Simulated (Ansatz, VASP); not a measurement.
## In in VASP and in Ansatz

```
CELL_PARAMETERS angstrom
-1.69511 1.69511 2.39209
1.69511 -1.69511 2.39209
1.69511 1.69511 -2.39209
ATOMIC_POSITIONS crystal
In 0.00000 0.00000 0.00000
```

Alike in both runs: functional PBE; k mesh 18 × 18 × 18; occupations gaussian, width 0.1 eV; no spin polarisation.

Ansatz relaxed the structure, and its values are those at the end. VASP's run is a single point on that final structure, the one shown.

```csv
,VASP,Ansatz
version,VASP 6.6.1,Ansatz 0.2.0
potentials or method,"VASP PAW PBE potentials, release 64 (In_d), cutoff 520 eV","scalar-relativistic, plane waves, PAW"
valence electrons in the cell,13,13
```

|  | VASP | Ansatz | Ansatz less VASP |
| --- | --- | --- | --- |
| gap on the k mesh at the Fermi level (eV) | none | none | - |
| pressure (GPa) | 0.0 | 0.0 | +0.03 |

A gap of «none» marks a metal or a gap that the smearing closes.
